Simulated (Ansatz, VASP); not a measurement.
Zn in VASP and in Ansatz

File INCAR:

```
PREC     = Accurate       # precision mode
ENCUT    = 520            # plane-wave cutoff, eV
EDIFF    = 1E-8           # SCF threshold, eV
ISMEAR   = -1             # smearing method
SIGMA    = 0.03           # smearing width, eV
LREAL    = F              # projectors in reciprocal space
LASPH    = T              # aspherical terms in the spheres
NELM     = 60             # most SCF steps
ALGO     = Normal         # electronic algorithm
ISIF     = 2              # what is computed and relaxed
LWAVE    = F              # write WAVECAR
LCHARG   = F              # write CHGCAR
GGA      = PS             # functional
LEFG     = T            
NBANDS   = 19             # bands
```

File KPOINTS:

```
regular mesh
0
Gamma
  18 18 8
```

Contents of POSCAR:

```
Zn
1.0
    2.6998652069      0.0000000000      0.0000000000
   -1.3499326034      2.3381518559      0.0000000000
    0.0000000000      0.0000000000      5.0117956229
Zn
2
Direct
    0.3333333333      0.6666666667      0.2500000000
    0.6666666667      0.3333333333      0.7500000000
```

Input for Ansatz:

```yaml
crystal:
  lattice:
    - [2.6998652069, 0.0, 0.0]
    - [-1.3499326034, 2.3381518559, 0.0]
    - [0.0, 0.0, 5.0117956229]
  atoms:
    - { symbol: Zn, position: [0.3333333333, 0.6666666667, 0.25] }
    - { symbol: Zn, position: [0.6666666667, 0.3333333333, 0.75] }
kpoints:
  mp_grid: { grid: [18, 18, 8] }
scf:
  occupations: { method: fermi_dirac, width: 0.03 }
hamiltonian:
  xc: pbesol
  pseudopotentials: { kind: paw }
output:
  forces: true
  stress: true
  eigenvalues: true
  efg: { contact_densities: true }
```

Change from the starting cell: volume scaled by 1.04, PAW files.

Alike in both runs: task electric field gradients; functional PBEsol; k mesh 18 × 18 × 8; occupations fermi-dirac, width 0.03 eV; no spin polarisation.

```csv
,VASP,Ansatz
version,VASP 6.6.1,Ansatz 0.2.0
potentials or method,"VASP PAW PBE potentials, release 64 (Zn)","PAW with Ansatz's default frozen-core files, scalar-relativistic"
plane-wave cutoff (eV),520,420
valence electrons in the cell,24,24
```

VASP gave:

```
pressure (GPa)                                                : -7.2
traceless stress, the component that is largest in VASP (GPa) : 1.74
size of Vzz on the site where it differs most (V/Å²)          : 32.4
```

Problem. What did Ansatz give for the same quantities?

Solution. Pressure (GPa): -7.5; traceless stress, the component that is largest in VASP (GPa): 1.86; size of Vzz on the site where it differs most (V/Å²): 32.2.

VASP's potentials were made for PBE, not for PBEsol.
